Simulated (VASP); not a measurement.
Here is a VASP 6.6.1 calculation.

Contents of POSCAR:

```
MgO
1.0
    0.0187185858      2.0998643271      2.0998643271
    2.0998643271      0.0187185858      2.0998643271
    2.0998643271      2.0998643271      0.0187185858
Mg O
1 1
Direct
    0.0000000000      0.0000000000      0.0000000000
    0.5000000000      0.5000000000      0.5000000000
```

INCAR.step1

```
SYSTEM = MgO
ALGO     = Normal         ! electronic algorithm
EDIFF    = 1E-5           ! SCF threshold, eV
ENCUT    = 520            ! plane-wave cutoff, eV
GGA      = PE             ! functional
ISIF     = 2              ! what is computed and relaxed
ISMEAR   = 0              ! smearing method
LASPH    = .True.         ! aspherical terms in the spheres
LCHARG   = .False.        ! write CHGCAR
LREAL    = .False.        ! projectors in reciprocal space
LWAVE    = .True.         ! write WAVECAR
NBANDS   = 11             ! bands
NELM     = 100            ! most SCF steps
PREC     = Accurate       ! precision mode
SIGMA    = 0.01           ! smearing width, eV
```

File INCAR.step2:

```
SYSTEM = MgO
ALGO     = Normal         ! electronic algorithm
EDIFF    = 1E-7           ! SCF threshold, eV
ENCUT    = 520            ! plane-wave cutoff, eV
GGA      = PE             ! functional
HFSCREEN = 0.2079         ! screening, 1/A
ISIF     = 2              ! what is computed and relaxed
ISMEAR   = 0              ! smearing method
ISTART   = 1            
LASPH    = .True.         ! aspherical terms in the spheres
LCHARG   = .False.        ! write CHGCAR
LHFCALC  = .True.         ! exact exchange
LREAL    = .False.        ! projectors in reciprocal space
LWAVE    = .False.        ! write WAVECAR
NBANDS   = 11             ! bands
NELM     = 100            ! most SCF steps
PREC     = Accurate       ! precision mode
PRECFOCK = Normal       
SIGMA    = 0.01           ! smearing width, eV
```

File KPOINTS:

```
k-points
0
Gamma
  8 8 8
  0 0 0
```

Potentials or basis: VASP PAW PBE potentials, release 64 (Mg, O).

Launch:

```console
$ cat potpaw_PBE.64/Mg/POTCAR potpaw_PBE.64/O/POTCAR > POTCAR
$ cp INCAR.step1 INCAR
$ mpirun -np 1 vasp_std > vasp.out
$ cp INCAR.step2 INCAR
$ mpirun -np 1 vasp_std > vasp.out
```

(1) Predict the pressure.

(2) Estimate the band gap on the k mesh.

Answers

(1) 2.3 GPa.

(2) 6.64 eV.

Caveat: the cell differs from its parent crystal (epitaxial 111 strain -1.0%); the PAW data sets were made with another functional, which shifts forces and pressure a little.
